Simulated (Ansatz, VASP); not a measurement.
**GaSb3: VASP beside Ansatz**

```
CELL_PARAMETERS angstrom
0.00000 3.71037 3.71037
3.71037 0.00000 3.71037
3.71037 3.71037 0.00000
ATOMIC_POSITIONS crystal
Ga 0.00000 0.00000 0.00000
Sb 0.25000 0.25000 0.25000
Sb 0.75000 0.75000 0.75000
Sb 0.50000 0.50000 0.50000
```

Alike in both runs: task single point; functional PBEsol; k mesh 10 × 10 × 10; occupations gaussian, width 0.15 eV; no spin polarisation.

```csv
,VASP,Ansatz
version,VASP 6.6.1,Ansatz 0.2.0
potentials or method,"VASP PAW PBE potentials, release 64 (Ga_d, Sb), cutoff 520 eV","scalar-relativistic, plane waves, PAW"
valence electrons in the cell,28,58
```

```csv
,VASP,Ansatz,Ansatz less VASP
gap on the k mesh at the Fermi level (eV),none,none,-
pressure (GPa),-2.9,-2.9,+0.02
```

VASP's potentials were made for PBE, not for PBEsol, and Ansatz warns of the same on its side. A gap of «none» marks a metal or a gap that the smearing closes. VASP's potentials hold 28 valence electrons a cell and Ansatz's 58, so a difference there can come from the potentials and not from the codes.

Spin-orbit coupling is off throughout.
